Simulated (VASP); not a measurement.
A run of VASP 6.6.1 is set up as follows.

File INCAR:

```
PREC = Accurate
ENCUT = 520
EDIFF = 1E-6
ISMEAR = 0
SIGMA = 0.1
LREAL = False
LASPH = True
NELM = 60
ALGO = Normal
ISIF = 2
LWAVE = False
LCHARG = False
LDIPOL = True
IDIPOL = 3
DIPOL = 0.5 0.5 0.500
GGA = PS
NBANDS = 42
```

File KPOINTS:

```
Automatic mesh
0
Gamma
  12 12 1
```

POSCAR

```
Ag
1.0
    2.8669017010      0.0000000000      0.0000000000
   -1.4334508505      2.4828097032      0.0000000000
    0.0000000000      0.0000000000     26.7040771835
Ag
6
Direct
    0.6666666667      0.3333333333      0.2808559887
    0.3333333333      0.6666666667      0.3685135932
    0.0000000000      0.0000000000      0.4561711977
    0.6666666667      0.3333333333      0.5438288023
    0.3333333333      0.6666666667      0.6314864068
    0.0000000000      0.0000000000      0.7191440113
```

Potentials or basis: VASP PAW PBE potentials, release 64 (Ag).

Command:

```bash
$ cat potpaw_PBE.64/Ag/POTCAR > POTCAR
$ mpirun -np 1 vasp_std > vasp.out
```

Estimate the band gap on the k mesh.

zero (band 33 reaches 5.72 eV, above the bottom of band 34 at -0.59 eV).

Estimate the largest force.

0.090 eV/Å.

Forces in eV/Å, atoms in the order of the input:
```
Ag   0.000  0.000  0.090
Ag   0.000  0.000  0.004
Ag   0.000  0.000  0.002
Ag   0.000  0.000 -0.002
Ag   0.000  0.000 -0.004
Ag   0.000  0.000 -0.090
```

Caveat: the PAW data sets were made with another functional, which shifts forces and pressure a little.
